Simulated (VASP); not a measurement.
# MgO (P6_3mc) in VASP: a series of runs

MgO is run at these levels: LDA; tasks: single point.

Everything below comes from runs of VASP 6.6.1. Logs are shortened: lines on timing, memory, paths and dates and some standing lists are left out, and cuts for length are marked.

### Step 1. The cell of the first run

It takes space group P6_3mc (No. 186, hexagonal). Conventional cell: a = 3.492 Å, b = 3.492 Å, c = 4.471 Å, α = 90.00°, β = 90.00°, γ = 120.00°. Mg (site symmetry 3m) has 4 O at 1.79 to 2.06 Å within 2.4 Å. O (site symmetry 3m) has 4 Mg at 1.79 to 2.06 Å within 2.4 Å.

### Step 2. Single point, LDA

The input, INCAR:

```
SYSTEM = MgO
  ALGO = Normal
  EDIFF = 1E-7
  ENCUT = 520
  GGA = CA
  ISIF = 2
  ISMEAR = 0
  LASPH = .TRUE.
  LCHARG = .FALSE.
  LREAL = .FALSE.
  LWAVE = .FALSE.
  NBANDS = 16
  NELM = 60
  PREC = Accurate
  SIGMA = 0.05
```

The input, KPOINTS:

```
k-points
0
G
  9 9 6
  0 0 0
```

The input, POSCAR:

```
MgO
1.0
    3.4919221997      0.0000000000      0.0000000000
   -1.7459610999      3.0240933330      0.0000000000
    0.0000000000      0.0000000000      4.4712249954
Mg O
2 2
Direct
    0.3333333333      0.6666666667      0.0021597400
    0.6666666667      0.3333333333      0.5021597400
    0.3333333333      0.6666666667      0.4024402600
    0.6666666667      0.3333333333      0.9024402600
```

Potentials or basis: VASP PAW LDA potentials, release 64 (Mg, O).

Run with:

```console
$ cat potpaw_LDA.64/Mg/POTCAR potpaw_LDA.64/O/POTCAR > POTCAR
$ mpirun -np 1 vasp_std > vasp.out
```

OUTCAR:

```text
SYSTEM = MgO
   EDIFF = 1E-7
   ENCUT = 520
   GGA = CA
   ISIF = 2
   ISMEAR = 0
   LASPH = .TRUE.
   LREAL = .FALSE.
   NELM = 60
   PREC = Accurate

 ion  position               nearest neighbor table
   1  0.333  0.667  0.002-   3 1.79   4 2.06   4 2.06   4 2.06   3 2.68   2 3.01   2 3.01   2 3.01
                             2 3.01   2 3.01   2 3.01
   2  0.667  0.333  0.502-   4 1.79   3 2.06   3 2.06   3 2.06   4 2.68   1 3.01   1 3.01   1 3.01
                             1 3.01   1 3.01   1 3.01
   3  0.333  0.667  0.402-   1 1.79   2 2.06   2 2.06   2 2.06   1 2.68
   4  0.667  0.333  0.902-   2 1.79   1 2.06   1 2.06   1 2.06   2 2.68

  LATTYP: Found a hexagonal cell.
 ALAT       =     3.4919221997
 C/A-ratio  =     1.2804480569

  Lattice vectors:

 A1 = (   3.4919221997,   0.0000000000,   0.0000000000)
 A2 = (  -1.7459610999,   3.0240933330,   0.0000000000)
 A3 = (   0.0000000000,   0.0000000000,   4.4712249954)

Analysis of symmetry for initial positions (statically):
=====================================================================
 Subroutine PRICEL returns:
 Original cell was already a primitive cell.

 Routine SETGRP: Setting up the symmetry group for a
 hexagonal supercell.

 Subroutine GETGRP returns: Found 12 space group operations
 (whereof  6 operations were pure point group operations)
 out of a pool of 24 trial point group operations.

The static configuration has the point symmetry C_3v.
 The point group associated with its full space group is C_6v.

Analysis of symmetry for dynamics (positions and initial velocities):
=====================================================================
 Subroutine PRICEL returns:
 Original cell was already a primitive cell.

 Routine SETGRP: Setting up the symmetry group for a
 hexagonal supercell.

 Subroutine GETGRP returns: Found 12 space group operations
 (whereof  6 operations were pure point group operations)
 out of a pool of 24 trial point group operations.

The dynamic configuration has the point symmetry C_3v.
 The point group associated with its full space group is C_6v.

 Subroutine INISYM returns: Found 12 space group operations
 (whereof  6 operations are pure point group operations),
 and found     1 'primitive' translations

----------------------------------------------------------------------------------------

                                     Primitive cell

  volume of cell :      47.2157

  direct lattice vectors                    reciprocal lattice vectors
     3.491922200  0.000000000  0.000000000     0.286375223  0.165338812  0.000000000
    -1.745961100  3.024093333  0.000000000     0.000000000  0.330677625  0.000000000
     0.000000000  0.000000000  4.471224995     0.000000000  0.000000000  0.223652355

  length of vectors
     3.491922200  3.491922200  4.471224995     0.330677625  0.330677625  0.223652355

  position of ions in fractional coordinates (direct lattice)
     0.333333333  0.666666667  0.002159740
     0.666666667  0.333333333  0.502159740
     0.333333333  0.666666667  0.402440260
     0.666666667  0.333333333  0.902440260

  ion indices of the primitive-cell ions
   primitive index   ion index
                 1           1
                 2           2
                 3           3
                 4           4

----------------------------------------------------------------------------------------

 KPOINTS: k-points

Automatic generation of k-mesh.
 Grid dimensions read from file:
 generate k-points for:    9    9    6

 Generating k-lattice:

  Cartesian coordinates                     Fractional coordinates (reciprocal lattice)
     0.031819469  0.018370979  0.000000000     0.111111111  0.000000000  0.000000000
     0.000000000  0.036741958  0.000000000     0.000000000  0.111111111  0.000000000
     0.000000000  0.000000000  0.037275393     0.000000000  0.000000000  0.166666667

  Length of vectors
     0.036741958  0.036741958  0.037275393

  Shift w.r.t. Gamma in fractional coordinates (k-lattice)
     0.000000000  0.000000000  0.000000000

 Subroutine IBZKPT returns following result:
 ===========================================

 Found     48 irreducible k-points:

 Following reciprocal coordinates:
            Coordinates               Weight
  0.000000  0.000000  0.000000      1.000000
  0.111111  0.000000  0.000000      6.000000
  0.222222  0.000000  0.000000      6.000000
  0.333333  0.000000  0.000000      6.000000
  0.444444  0.000000  0.000000      6.000000
  0.111111  0.111111  0.000000      6.000000
[... 16 lines left out ...]
  0.333333  0.222222  0.166667     24.000000
  0.333333  0.333333  0.166667      4.000000
 [... further k-points ...]
   k-points           NKPTS =     48   k-points in BZ     NKDIM =     48   number of bands    NBANDS=     16
   number of dos      NEDOS =    301   number of ions     NIONS =      4
   total plane-waves  NPLWV =  28224
   dimension x,y,z NGX =    28 NGY =   28 NGZ =   36
   dimension x,y,z NGXF=    56 NGYF=   56 NGZF=   72
   ions per type =               2   2
   NGX,Y,Z   is equivalent  to a cutoff of  13.33, 13.33, 13.39 a.u.
   NGXF,Y,Z  is equivalent  to a cutoff of  26.66, 26.66, 26.77 a.u.
 SYSTEM =  MgO
   PREC   = accura    normal or accurate (medium, high low for compatibility)
   ISTART =      0    job   : 0-new  1-cont  2-samecut
   ICHARG =      2    charge: 1-file 2-atom 10-const
   ISPIN  =      1    spin polarized calculation?
   LNONCOLLINEAR =      F non collinear calculations
   LSORBIT =      F    spin-orbit coupling
   LASPH  =      T    aspherical Exc in radial PAW
   ENCUT  =  520.0 eV  38.22 Ry    6.18 a.u.   6.49  6.49  8.31*2*pi/ulx,y,z
   NELM   =     60;   NELMIN=  2; NELMDL= -5     # of ELM steps
   EDIFF  = 0.1E-06   stopping-criterion for ELM
   LREAL  =      F    real-space projection
   EDIFFG = 0.1E-05   stopping-criterion for IOM
   NSW    =      0    number of steps for IOM
   IBRION =     -1    ionic relax: 0-MD 1-quasi-New 2-CG
   NFREE  =      0    steps in history (QN), initial steepest desc. (CG)
   ISIF   =      2    stress and relaxation
   ISYM   =      2    0-nonsym 1-usesym 2-fastsym
   POTIM  = 0.5000    time-step for ionic-motion
   TEBEG  =    0.0;   TEEND  =   0.0 temperature during run
   PSTRESS=    0.0 pullay stress
   NELECT =      16.0000    total number of electrons
   NUPDOWN=      -1.0000    fix difference up-down
   EMIN   =  10.00;   EMAX   =-10.00  energy-range for DOS
   EFERMI =   0.00;   METHOD = LEGACY
   ISMEAR =     0;   SIGMA  =   0.05  broadening in eV -4-tet -1-fermi 0-gaus
   EFERMI_NEDOS =   21; number of points for ismear=-14 and -15
   IALGO  =     38    algorithm
   IMIX   =      4    mixing-type and parameters
     AMIX     =   0.40;   BMIX     =  1.00
     AMIX_MAG =   1.60;   BMIX_MAG =  1.00
  volume/ion in A,a.u.               =      11.80        79.66
  Fermi-wavevector in a.u.,A,eV,Ry     =   1.141351  2.156842 17.724080  1.302683
  Thomas-Fermi vector in A             =   2.278052
   LORBIT       =      0    0 simple, 1 ext, 2 COOP (PROOUT), +10 PAW based schemes
   GGA     = CA    functional components
   LHFCALC =     F    Hartree Fock is set to
   AEXX    =    0.0000 exact exchange contribution
   IVDW    =     0    specifies the selected vdW correction
   LEPSILON=     F    determine dielectric tensor
   LRPA    =     F    only Hartree local field effects (RPA)
 non-spin polarized calculation
 Gauss-broadening in eV      SIGMA  =   0.05
  energy-cutoff  :      520.00
  volume of cell :       47.22
 maximum number of plane-waves:      1294
 NGX is ok and might be reduce to    28
   NGX = 13   NGY = 13   NGZ = 17

 number of electron      15.9999995 magnetization

 Free energy of the ion-electron system (eV)
  ---------------------------------------------------
  ext. energy  EPLUGINS =         0.00000000
  ---------------------------------------------------
  free energy    TOTEN  =       -25.67210873 eV

  energy without entropy =      -25.67210873  energy(sigma->0) =      -25.67210873

 E-fermi :   1.2307     XC(G=0): -10.2488

 val. band max:        0.9475021768   @ k =   0.0000   0.0000   0.0000
 cond. band min:       4.1363897198   @ k =   0.0000   0.0000   0.0000
 fundamental gap:      3.1888875429
 Fermi energy:         1.2306538947

 k-point     1 :       0.0000    0.0000    0.0000
  band No.  band energies     occupation
      1     -15.1837      2.00000
      2     -14.0515      2.00000
      3      -2.1999      2.00000
      4      -0.2758      2.00000
      5      -0.2758      2.00000
      6       0.3816      2.00000
[... 8 lines left out ...]
     15      16.1372      0.00000
     16      16.5900      0.00000

 k-point     2 :       0.1111    0.0000    0.0000
  band No.  band energies     occupation
      1     -15.1272      2.00000
      2     -14.0527      2.00000
      3      -2.1041      2.00000
      4      -0.5050      2.00000
      5      -0.3679      2.00000
      6       0.0356      2.00000
[... 8 lines left out ...]
     15      16.2213      0.00000
     16      16.2816      0.00000

 k-point     3 :       0.2222    0.0000    0.0000
  band No.  band energies     occupation
      1     -14.9728      2.00000
      2     -14.0657      2.00000
      3      -1.8394      2.00000
      4      -1.1469      2.00000
      5      -0.5612      2.00000
      6      -0.4372      2.00000
[... 8 lines left out ...]
     15      15.3777      0.00000
     16      15.5997      0.00000

 k-point     4 :       0.3333    0.0000    0.0000
  band No.  band energies     occupation
      1     -14.7650      2.00000
      2     -14.1093      2.00000
      3      -1.8599      2.00000
      4      -1.3999      2.00000
      5      -0.7838      2.00000
      6      -0.7440      2.00000
[... 8 lines left out ...]
     15      15.0431      0.00000
     16      15.2783      0.00000

 k-point     5 :       0.4444    0.0000    0.0000
  band No.  band energies     occupation
      1     -14.5845      2.00000
      2     -14.1800      2.00000
      3      -2.2296      2.00000
      4      -1.0681      2.00000
      5      -0.9477      2.00000
      6      -0.8502      2.00000
[... 8 lines left out ...]
     15      15.1932      0.00000
     16      15.4099      0.00000

 k-point     6 :       0.1111    0.1111    0.0000
  band No.  band energies     occupation
      1     -15.0218      2.00000
      2     -14.0601      2.00000
      3      -1.9223      2.00000
      4      -0.8425      2.00000
      5      -0.7357      2.00000
      6      -0.1709      2.00000
[... 8 lines left out ...]
     15      15.4258      0.00000
     16      15.8658      0.00000
[... 267 lines left out ...]
 k-point    21 :       0.4444    0.1111    0.1667
  band No.  band energies     occupation
      1     -14.4956      2.00000
      2     -14.2224      2.00000
      3      -2.3423      2.00000
      4      -1.4383      2.00000
      5      -1.0772      2.00000
      6      -0.4437      2.00000
[... 8 lines left out ...]
     15      14.4547      0.00000
     16      15.8387      0.00000

 k-point    22 :       0.2222    0.2222    0.1667
  band No.  band energies     occupation
      1     -14.6157      2.00000
      2     -14.1708      2.00000
      3      -1.8926      2.00000
      4      -1.7916      2.00000
      5      -0.8434      2.00000
      6      -0.5082      2.00000
[... 8 lines left out ...]
     15      14.6829      0.00000
     16      16.3309      0.00000

 k-point    23 :       0.3333    0.2222    0.1667
  band No.  band energies     occupation
      1     -14.4595      2.00000
      2     -14.2388      2.00000
      3      -2.1327      2.00000
      4      -1.5839      2.00000
      5      -1.2349      2.00000
      6      -0.2650      2.00000
[... 8 lines left out ...]
     15      14.5508      0.00000
     16      16.3617      0.00000

 k-point    24 :       0.3333    0.3333    0.1667
  band No.  band energies     occupation
      1     -14.3338      2.00000
      2     -14.3338      2.00000
      3      -2.0505      2.00000
      4      -1.5114      2.00000
      5      -1.5114      2.00000
      6      -0.1957      2.00000
[... 8 lines left out ...]
     15      14.5207      0.00000
     16      16.9857      0.00000

 [... further k-points ...]
[... 5 lines left out ...]
  --------------------------------------------------------------------------------------
  -------------------------------------------------------------------------------------
  Total       -4.2331834     -4.2331834      6.4918169      0.0000000     -0.0000000      0.0000000
  in kB     -143.6452907   -143.6452907    220.2878627      0.0000000     -0.0000000      0.0000000
  external PRESSURE =     -22.3342396 kB  Pullay stress =       0.0000000 kB

 VOLUME and BASIS-vectors are now :
 -----------------------------------------------------------------------------
  energy-cutoff  :      520.00
  volume of cell :       47.22
      direct lattice vectors                 reciprocal lattice vectors
     3.491922200  0.000000000  0.000000000     0.286375223  0.165338812  0.000000000
    -1.745961100  3.024093333  0.000000000     0.000000000  0.330677625  0.000000000
     0.000000000  0.000000000  4.471224995     0.000000000  0.000000000  0.223652355

 POSITION                                       TOTAL-FORCE (eV/Angst)
 -----------------------------------------------------------------------------------
     -0.00000      2.01606      0.00966        -0.000000      0.000000     -2.610482
      1.74596      1.00803      2.24527        -0.000000      0.000000     -2.610482
     -0.00000      2.01606      1.79940         0.000000      0.000000      2.610482
      1.74596      1.00803      4.03501        -0.000000     -0.000000      2.610482
 -----------------------------------------------------------------------------------
    total drift:                               -0.000000      0.000000     -0.000392

  FREE ENERGIE OF THE ION-ELECTRON SYSTEM (eV)
  ---------------------------------------------------
  free  energy   TOTEN  =       -25.6721087282 eV

  energy  without entropy=      -25.6721087282  energy(sigma->0) =      -25.67210873
```

It took 40 s on 1 thread of Intel Xeon 8259CL, shared host; peak memory 0.17 GiB.

Results:

| Property | Result |
| --- | --- |
| Free energy | -25.6721 eV |
| Pressure | -2.2 GPa |
| Largest force | 2.610 eV/Å |
| Band gap on the k mesh | 3.19 eV, direct |

Forces on the atoms (eV/Å):
```
Mg   0.000  0.000 -2.610
Mg   0.000  0.000 -2.610
O    0.000  0.000  2.610
O    0.000  0.000  2.610
```

Stress tensor (GPa, compression positive):
```
-14.36   0.00   0.00
  0.00 -14.36   0.00
  0.00   0.00  22.03
```

Levels at points of the mesh, in eV from the valence-band top:
```csv
k point,band 5,band 6,band 7,band 8,band 9,band 10,band 11,band 12
"(0.00, 0.00, 0.00)",-1.22,-0.57,-0.57,0.00,3.19,8.20,11.04,12.36
"(0.00, 0.00, 0.50)",-0.91,-0.91,-0.91,-0.91,5.82,5.82,12.85,12.85
```

Caveat: forces of over 1 eV/Å act on the atoms, so gaps and moduli don't describe the material at rest. A k mesh can miss the band edges.

(Continued in part 2 of 2.)
